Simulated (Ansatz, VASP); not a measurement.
# Cr in VASP and in Ansatz

```
CELL_PARAMETERS angstrom
2.71400 0.00000 0.00000
-1.35700 2.35039 0.00000
0.00000 0.00000 4.41000
ATOMIC_POSITIONS crystal
Cr 0.66667 0.33333 0.75000
Cr 0.33333 0.66667 0.25000
```

Alike in both runs: task single point; functional PBE; k mesh 9 × 9 × 5; occupations fermi-dirac, width 0.05 eV; collinear spin; fixed moment 3 μB.

```csv
,VASP,Ansatz
version,VASP 6.6.1,Ansatz 0.2.0
potentials or method,"VASP PAW PBE potentials, release 64 (Cr_pv)",Ansatz PAW
plane-wave cutoff (eV),520,420
valence electrons in the cell,24,28
```

Ansatz gave:

| Quantity | Value |
| --- | --- |
| pressure (GPa) | -20.2 |
| traceless stress, the component that is largest in VASP (GPa) | -1.26 |
| net moment per atom (μB) | 1.50 |
| size of the moment on the site where the two differ most (μB) | 1.38 |

Estimate VASP's values.

pressure (GPa): -20.4; traceless stress, the component that is largest in VASP (GPa): -1.27; net moment per atom (μB): 1.50; size of the moment on the site where the two differ most (μB): 1.39.

Site moments also hang on the region over which each program counts them. The functional is the same, so the differences come from potentials, cutoffs and numerics. VASP's potentials hold 24 valence electrons a cell and Ansatz's 28, so a difference there can come from the potentials and not from the codes.
